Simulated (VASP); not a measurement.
# BPt (P6_3/mmc) in VASP: notebook

Runs on BPt. Level: PBE. Tasks: single point, relaxation of cell and atoms.

Everything below comes from runs of VASP 6.6.1. Logs are shortened: lines on timing, memory, paths and dates and some standing lists are left out, and cuts for length are marked.

### 1 The cell of the first run

It takes space group P6_3/mmc (No. 194, hexagonal). The conventional cell has a = 3.229 Å, b = 3.229 Å, c = 5.261 Å, α = 90.00°, β = 90.00°, γ = 120.00°. Within 3.0 Å of B (site symmetry -6m2) lie 6 Pt at 2.28 Å. Within 3.0 Å of Pt (site symmetry -3m) lie 6 B at 2.28 Å and 2 Pt at 2.63 Å.

### 2 Single point, PBE

Input file INCAR:

```
PREC     = Accurate       # precision mode
ENCUT    = 520            # plane-wave cutoff, eV
EDIFF    = 1E-6           # SCF threshold, eV
ISMEAR   = 0              # smearing method
SIGMA    = 0.1            # smearing width, eV
LREAL    = False          # projectors in reciprocal space
LASPH    = True           # aspherical terms in the spheres
NELM     = 60             # most SCF steps
ALGO     = Normal         # electronic algorithm
ISIF     = 2              # what is computed and relaxed
LWAVE    = False          # write WAVECAR
LCHARG   = False          # write CHGCAR
GGA      = PE             # functional
NBANDS   = 21             # bands
```

Input file KPOINTS:

```
Automatic mesh
0
Gamma
  6 6 4
```

Input file POSCAR:

```
BPt
1.0
    3.2294278100      0.0000000000      0.0000000000
   -1.6147139100      2.7967665200      0.0000000000
    0.0000000000      0.0000000000      5.2612729100
B Pt
2 2
Direct
    0.6666666700      0.3333333300      0.7500000000
    0.3333333300      0.6666666700      0.2500000000
    0.0000000000      0.0000000000      0.0000000000
    0.0000000000      0.0000000000      0.5000000000
```

Potentials or basis: VASP PAW PBE potentials, release 64 (B, Pt).

Command:

```bash
cat potpaw_PBE.64/B/POTCAR potpaw_PBE.64/Pt/POTCAR > POTCAR
mpirun -np 1 vasp_std > vasp.out
```

OUTCAR:

```text
PREC = Accurate
   ENCUT = 520
   EDIFF = 1E-6
   ISMEAR = 0
   LREAL = False
   LASPH = True
   NELM = 60
   ISIF = 2
   GGA = PE

 ion  position               nearest neighbor table
   1  0.667  0.333  0.750-   3 2.28   4 2.28   3 2.28   4 2.28   3 2.28   4 2.28
   2  0.333  0.667  0.250-   3 2.28   4 2.28   3 2.28   4 2.28   3 2.28   4 2.28
   3  0.000  0.000  0.000-   1 2.28   2 2.28   2 2.28   1 2.28   1 2.28   2 2.28   4 2.63   4 2.63

   4  0.000  0.000  0.500-   1 2.28   2 2.28   2 2.28   1 2.28   1 2.28   2 2.28   3 2.63   3 2.63

  LATTYP: Found a hexagonal cell.
 ALAT       =     3.2294278100
 C/A-ratio  =     1.6291656663

  Lattice vectors:

 A1 = (   3.2294278100,   0.0000000000,   0.0000000000)
 A2 = (  -1.6147139100,   2.7967665200,   0.0000000000)
 A3 = (   0.0000000000,   0.0000000000,   5.2612729100)

Analysis of symmetry for initial positions (statically):
=====================================================================
 Subroutine PRICEL returns:
 Original cell was already a primitive cell.

 Routine SETGRP: Setting up the symmetry group for a
 hexagonal supercell.

 Subroutine GETGRP returns: Found 24 space group operations
 (whereof 12 operations were pure point group operations)
 out of a pool of 24 trial point group operations.

The static configuration has the point symmetry D_3d.
 The point group associated with its full space group is D_6h.

Analysis of symmetry for dynamics (positions and initial velocities):
=====================================================================
 Subroutine PRICEL returns:
 Original cell was already a primitive cell.

 Routine SETGRP: Setting up the symmetry group for a
 hexagonal supercell.

 Subroutine GETGRP returns: Found 24 space group operations
 (whereof 12 operations were pure point group operations)
 out of a pool of 24 trial point group operations.

The dynamic configuration has the point symmetry D_3d.
 The point group associated with its full space group is D_6h.

 Subroutine INISYM returns: Found 24 space group operations
 (whereof 12 operations are pure point group operations),
 and found     1 'primitive' translations

----------------------------------------------------------------------------------------

                                     Primitive cell

  volume of cell :      47.5196

  direct lattice vectors                    reciprocal lattice vectors
     3.229427810  0.000000000  0.000000000     0.309652378  0.178777884  0.000000000
    -1.614713910  2.796766520  0.000000000     0.000000000  0.357555768  0.000000000
     0.000000000  0.000000000  5.261272910     0.000000000  0.000000000  0.190068072

  length of vectors
     3.229427810  3.229427810  5.261272910     0.357555768  0.357555768  0.190068072

  position of ions in fractional coordinates (direct lattice)
     0.666666670  0.333333330  0.750000000
     0.333333330  0.666666670  0.250000000
     0.000000000  0.000000000  0.000000000
     0.000000000  0.000000000  0.500000000

  ion indices of the primitive-cell ions
   primitive index   ion index
                 1           1
                 2           2
                 3           3
                 4           4

----------------------------------------------------------------------------------------

 KPOINTS: Automatic mesh

Automatic generation of k-mesh.
 Grid dimensions read from file:
 generate k-points for:    6    6    4

 Generating k-lattice:

  Cartesian coordinates                     Fractional coordinates (reciprocal lattice)
     0.051608730  0.029796314  0.000000000     0.166666667  0.000000000  0.000000000
     0.000000000  0.059592628  0.000000000     0.000000000  0.166666667  0.000000000
     0.000000000  0.000000000  0.047517018     0.000000000  0.000000000  0.250000000

  Length of vectors
     0.059592628  0.059592628  0.047517018

  Shift w.r.t. Gamma in fractional coordinates (k-lattice)
     0.000000000  0.000000000  0.000000000

 Subroutine IBZKPT returns following result:
 ===========================================

 Found     21 irreducible k-points:

 Following reciprocal coordinates:
            Coordinates               Weight
  0.000000  0.000000  0.000000      1.000000
  0.166667  0.000000  0.000000      6.000000
  0.333333  0.000000  0.000000      6.000000
  0.500000  0.000000  0.000000      3.000000
  0.166667  0.166667  0.000000      6.000000
  0.333333  0.166667  0.000000     12.000000
[... 13 lines left out ...]
  0.333333  0.166667  0.500000     12.000000
  0.333333  0.333333  0.500000      2.000000
   k-points           NKPTS =     21   k-points in BZ     NKDIM =     21   number of bands    NBANDS=     21
   number of dos      NEDOS =    301   number of ions     NIONS =      4
   total plane-waves  NPLWV =  23040
   dimension x,y,z NGX =    24 NGY =   24 NGZ =   40
   dimension x,y,z NGXF=    48 NGYF=   48 NGZF=   80
   ions per type =               2   2
   NGX,Y,Z   is equivalent  to a cutoff of  12.35, 12.35, 12.64 a.u.
   NGXF,Y,Z  is equivalent  to a cutoff of  24.71, 24.71, 25.28 a.u.
 SYSTEM =  unknown system
   PREC   = accura    normal or accurate (medium, high low for compatibility)
   ISTART =      0    job   : 0-new  1-cont  2-samecut
   ICHARG =      2    charge: 1-file 2-atom 10-const
   ISPIN  =      1    spin polarized calculation?
   LNONCOLLINEAR =      F non collinear calculations
   LSORBIT =      F    spin-orbit coupling
   LASPH  =      T    aspherical Exc in radial PAW
   ENCUT  =  520.0 eV  38.22 Ry    6.18 a.u.   6.00  6.00  9.78*2*pi/ulx,y,z
   NELM   =     60;   NELMIN=  2; NELMDL= -5     # of ELM steps
   EDIFF  = 0.1E-05   stopping-criterion for ELM
   LREAL  =      F    real-space projection
   EDIFFG = 0.1E-04   stopping-criterion for IOM
   NSW    =      0    number of steps for IOM
   IBRION =     -1    ionic relax: 0-MD 1-quasi-New 2-CG
   NFREE  =      0    steps in history (QN), initial steepest desc. (CG)
   ISIF   =      2    stress and relaxation
   ISYM   =      2    0-nonsym 1-usesym 2-fastsym
   POTIM  = 0.5000    time-step for ionic-motion
   TEBEG  =    0.0;   TEEND  =   0.0 temperature during run
   PSTRESS=    0.0 pullay stress
   NELECT =      26.0000    total number of electrons
   NUPDOWN=      -1.0000    fix difference up-down
   EMIN   =  10.00;   EMAX   =-10.00  energy-range for DOS
   EFERMI =   0.00;   METHOD = LEGACY
   ISMEAR =     0;   SIGMA  =   0.10  broadening in eV -4-tet -1-fermi 0-gaus
   EFERMI_NEDOS =   21; number of points for ismear=-14 and -15
   IALGO  =     38    algorithm
   IMIX   =      4    mixing-type and parameters
     AMIX     =   0.40;   BMIX     =  1.00
     AMIX_MAG =   1.60;   BMIX_MAG =  1.00
  volume/ion in A,a.u.               =      11.88        80.17
  Fermi-wavevector in a.u.,A,eV,Ry     =   1.338983  2.530311 24.393553  1.792876
  Thomas-Fermi vector in A             =   2.467411
   LORBIT       =      0    0 simple, 1 ext, 2 COOP (PROOUT), +10 PAW based schemes
   GGA     = PE    functional components
   LHFCALC =     F    Hartree Fock is set to
   AEXX    =    0.0000 exact exchange contribution
   IVDW    =     0    specifies the selected vdW correction
   LEPSILON=     F    determine dielectric tensor
   LRPA    =     F    only Hartree local field effects (RPA)
 non-spin polarized calculation
 Gauss-broadening in eV      SIGMA  =   0.10
  energy-cutoff  :      520.00
  volume of cell :       47.52
 maximum number of plane-waves:      1302
   NGX = 13   NGY = 13   NGZ = 19

 number of electron      25.9999997 magnetization

 Free energy of the ion-electron system (eV)
  ---------------------------------------------------
  ext. energy  EPLUGINS =         0.00000000
  ---------------------------------------------------
  free energy    TOTEN  =       -25.40147484 eV

  energy without entropy =      -25.39129464  energy(sigma->0) =      -25.39638474

 E-fermi :   9.5710     XC(G=0): -12.5874

 val. band max:        9.4399990415   @ k =   0.3333   0.0000   0.2500
 cond. band min:       9.5899151125   @ k =   0.3333   0.1667   0.2500
 fundamental gap:      0.1499160710
 Fermi energy:         9.5710359714

 k-point     1 :       0.0000    0.0000    0.0000
  band No.  band energies     occupation
      1      -2.9741      2.00000
      2       1.5365      2.00000
      3       2.3301      2.00000
      4       2.7659      2.00000
      5       3.3204      2.00000
      6       3.3204      2.00000
[... 13 lines left out ...]
     20      20.4099      0.00000
     21      20.5096      0.00000

 k-point     2 :       0.1667    0.0000    0.0000
  band No.  band energies     occupation
      1      -2.4288      2.00000
      2       1.3691      2.00000
      3       2.1867      2.00000
      4       2.8420      2.00000
      5       3.3736      2.00000
      6       4.0028      2.00000
[... 13 lines left out ...]
     20      20.3519      0.00000
     21      21.2608      0.00000

 k-point     3 :       0.3333    0.0000    0.0000
  band No.  band energies     occupation
      1      -1.0549      2.00000
      2       0.5753      2.00000
      3       2.8525      2.00000
      4       3.2041      2.00000
      5       3.2361      2.00000
      6       3.4331      2.00000
[... 13 lines left out ...]
     20      18.6098      0.00000
     21      20.3392      0.00000
[... 385 lines left out ...]
 k-point    20 :       0.3333    0.1667    0.5000
  band No.  band energies     occupation
      1       0.7099      2.00000
      2       0.7099      2.00000
      3       2.8377      2.00000
      4       2.8377      2.00000
      5       3.9783      2.00000
      6       3.9783      2.00000
[... 13 lines left out ...]
     20      17.9776      0.00000
     21      21.3506      0.00000

 k-point    21 :       0.3333    0.3333    0.5000
  band No.  band energies     occupation
      1       1.0449      2.00000
      2       1.0449      2.00000
      3       3.0230      2.00000
      4       3.0230      2.00000
      5       3.8527      2.00000
      6       3.8527      2.00000
[... 13 lines left out ...]
     20      18.8911      0.00000
     21      19.9542      0.00000

------------------------ aborting loop because EDIFF is reached ----------------------------------------

  FORCE on cell =-STRESS in cart. coord.  units (eV):
  Direction    XX          YY          ZZ          XY          YZ          ZX
  --------------------------------------------------------------------------------------
  -------------------------------------------------------------------------------------
  Total       -0.1736560     -0.1736560     -0.9876970      0.0000000      0.0000000      0.0000000
  in kB       -5.8550121     -5.8550121    -33.3013383      0.0000000      0.0000000      0.0000000
  external PRESSURE =     -15.0037875 kB  Pullay stress =       0.0000000 kB

 VOLUME and BASIS-vectors are now :
 -----------------------------------------------------------------------------
  energy-cutoff  :      520.00
  volume of cell :       47.52
      direct lattice vectors                 reciprocal lattice vectors
     3.229427810  0.000000000  0.000000000     0.309652378  0.178777884  0.000000000
    -1.614713910  2.796766520  0.000000000     0.000000000  0.357555768  0.000000000
     0.000000000  0.000000000  5.261272910     0.000000000  0.000000000  0.190068072

 POSITION                                       TOTAL-FORCE (eV/Angst)
 -----------------------------------------------------------------------------------
      1.61471      0.93226      3.94595        -0.000000      0.000000      0.000000
     -0.00000      1.86451      1.31532         0.000000     -0.000000      0.000000
      0.00000      0.00000      0.00000        -0.000000      0.000000      0.000000
      0.00000      0.00000      2.63064        -0.000000      0.000000      0.000000
 -----------------------------------------------------------------------------------
    total drift:                               -0.000001      0.000001      0.000000

  FREE ENERGIE OF THE ION-ELECTRON SYSTEM (eV)
  ---------------------------------------------------
  free  energy   TOTEN  =       -25.4014748356 eV

  energy  without entropy=      -25.3912946441  energy(sigma->0) =      -25.39638474
```

Run time: 12 s. Hardware: 1 thread of Intel Xeon Platinum 8488C (Sapphire Rapids), shared host; peak memory 0.16 GiB.

Results:

```
Free energy            : -25.4015 eV
Pressure               : -1.5 GPa
Band gap on the k mesh : zero (bands 13 and 14 overlap by 2.94 eV)
```

Caveat: the k points lie up to 0.37 Å⁻¹ apart, too coarse for converged energies and pressures of a metal; spin-orbit coupling is left out, which moves the levels of the heavy elements.

### 3 Single point, PBE

This run uses another cell than the first one, of 11.83 Å³/atom.

Input file INCAR:

```
SYSTEM = BPt
PREC = Accurate ; ENCUT = 520
EDIFF = 1E-7 ; ISMEAR = 0
SIGMA = 0.1 ; LREAL = .False.
LASPH = .True. ; NELM = 80
ALGO = Normal ; ISIF = 2
LWAVE = .False. ; LCHARG = .False.
GGA = PE ; NBANDS = 21
```

Input file KPOINTS:

```
Automatic mesh
0
Gamma
  18 18 10
  0 0 0
```

Input file POSCAR:

```
BPt
1.0
    3.2240104552      0.0000000029      0.0000000000
   -1.6120052301      2.7920749548      0.0000000000
    0.0000000000      0.0000000000      5.2560271637
B Pt
2 2
Direct
    0.6666666667      0.3333333333      0.7500000000
    0.3333333333      0.6666666667      0.2500000000
    0.0000000000      0.0000000000      0.0000000000
    0.0000000000      0.0000000000      0.5000000000
```

Potentials or basis: VASP PAW PBE potentials, release 64 (B, Pt).

Command:

```bash
cat potpaw_PBE.64/B/POTCAR potpaw_PBE.64/Pt/POTCAR > POTCAR
mpirun -np 1 vasp_std > vasp.out
```

Wall time 1.8 min (1 thread of Intel Xeon Platinum 8488C (Sapphire Rapids), shared host); peak memory 0.31 GiB.

It converged, with:

```yaml
Free_energy: -25.4044 eV
Pressure: -0.3 GPa
Band_gap_on_the_k_mesh: zero (bands 13 and 14 overlap by 3.10 eV)
```

Stress tensor (GPa, compression positive):
```
-0.15  0.00  0.00
 0.00 -0.15  0.00
 0.00  0.00 -0.52
```

Levels at points of the mesh, in eV from the Fermi level:
```csv
k point,band 11,band 12,band 13,band 14,band 15,band 16
"(0.00, 0.00, 0.00)",-2.13,-2.13,1.28,1.98,1.98,2.14
"(0.50, 0.00, 0.00)",-2.20,-2.03,-1.69,-1.19,-0.43,4.27
"(0.00, 0.00, 0.50)",-3.70,-3.70,0.47,0.47,4.74,4.74
"(0.50, 0.00, 0.50)",-2.37,-2.37,-1.41,-1.41,3.26,3.26
```

Caveat: spin-orbit coupling is left out, which moves the levels of the heavy elements.

### 4 Relaxation of cell and atoms, PBE

Input file INCAR:

```
SYSTEM = BPt
  PREC = Accurate
  ENCUT = 600
  EDIFF = 1E-6
  ISMEAR = 0
  SIGMA = 0.1
  LREAL = .False.
  LASPH = .True.
  NELM = 60
  ALGO = Normal
  ISIF = 3
  LWAVE = .False.
  LCHARG = .False.
  GGA = PE
  IBRION = 2
  NSW = 100
  EDIFFG = -0.01
```

KPOINTS is that of step 3.

Input file POSCAR:

```
BPt
1.0
    3.2294278100      0.0000000000      0.0000000000
   -1.6147139100      2.7967665200      0.0000000000
    0.0000000000      0.0000000000      5.2612729100
B Pt
2 2
Direct
    0.6666666700      0.3333333300      0.7500000000
    0.3333333300      0.6666666700      0.2500000000
    0.0000000000      0.0000000000      0.0000000000
    0.0000000000      0.0000000000      0.5000000000
```

Command:

```bash
cat potpaw_PBE.64/B/POTCAR potpaw_PBE.64/Pt/POTCAR > POTCAR
mpirun -np 1 vasp_std > vasp.out
```

Run time: 5.7 min. Hardware: 1 thread of Intel Xeon Platinum 8488C (Sapphire Rapids), shared host; peak memory 0.35 GiB.

The run converged. Its results:

| Property | Result |
| --- | --- |
| Free energy | -25.4060 eV |
| Relaxed volume | 11.82 Å³/atom |
| Relaxed cell | a = 3.225 Å, b = 3.225 Å, c = 5.251 Å, α = 90.00°, β = 90.00°, γ = 120.00° |
| Space group after relaxing (to 0.1 Å) | P6_3/mmc (No. 194) |
| Energy gained by relaxing | 0.2 meV/atom |
| Ionic steps | 4 |
| Pressure after relaxing | 0.0 GPa |
| Band gap on the k mesh | zero (bands 13 and 14 overlap by 3.10 eV) |

Stress tensor (GPa, compression positive):
```
-0.10  0.00  0.00
 0.00 -0.10  0.00
 0.00  0.00  0.12
```

Step by step:
| step | energy change (eV) | largest force (eV/Å) | pressure (GPa) | volume (Å³) |
| --- | --- | --- | --- | --- |
| 1 | 0.0000 | 0.0000 | -1.25 | 47.52 |
| 2 | 0.0021 | 0.0000 | 2.28 | 46.88 |
| 3 | -0.0009 | 0.0000 | -0.01 | 47.29 |
| 4 | -0.0009 | 0.0000 | -0.03 | 47.29 |

Final structure:
```xyz
4
Lattice="3.2249 0.0000 0.0000 -1.6125 2.7929 0.0000 0.0000 0.0000 5.2508" Properties=species:S:1:pos:R:3 pbc="T T T"
B     1.6125    0.9310    3.9381
B     0.0000    1.8619    1.3127
Pt    0.0000    0.0000    0.0000
Pt    0.0000    0.0000    2.6254
```

Levels at points of the mesh, in eV from the Fermi level:
| k point | band 11 | band 12 | band 13 | band 14 | band 15 | band 16 |
| --- | --- | --- | --- | --- | --- | --- |
| (0.00, 0.00, 0.00) | -2.13 | -2.13 | 1.30 | 1.97 | 1.97 | 2.15 |
| (0.50, 0.00, 0.00) | -2.19 | -2.03 | -1.70 | -1.18 | -0.44 | 4.29 |
| (0.00, 0.00, 0.50) | -3.70 | -3.70 | 0.48 | 0.48 | 4.74 | 4.74 |
| (0.50, 0.00, 0.50) | -2.38 | -2.38 | -1.41 | -1.41 | 3.26 | 3.26 |

Caveat: spin-orbit coupling is left out, which moves the levels of the heavy elements.

### 5 Summary

| task | cell | k mesh | cutoff (eV) | gap on the mesh (eV) | pressure (GPa) |
| --- | --- | --- | --- | --- | --- |
| single point | a = 3.229, b = 3.229, c = 5.261 Å, angles 90.0, 90.0, 120.0°, 4 atoms | 6 × 6 × 4 | 520 | none | -1.5 |
| single point | a = 3.224, b = 3.224, c = 5.256 Å, angles 90.0, 90.0, 120.0°, 4 atoms | 18 × 18 × 10 | 520 | none | -0.3 |
| relaxation of cell and atoms | relaxed from a = 3.229, b = 3.229, c = 5.261 Å, angles 90.0, 90.0, 120.0°, 4 atoms | 18 × 18 × 10 | 600 | none | 0.0 |

Alike in all rows: level PBE; potentials or basis VASP PAW PBE potentials, release 64 (B, Pt); no spin polarisation; smearing gaussian 0.1 eV.

Caveats: some runs use coarse meshes; spin-orbit coupling is left out, which moves the levels of the heavy elements.

Absolute energies hang on the potentials; compare differences alone.
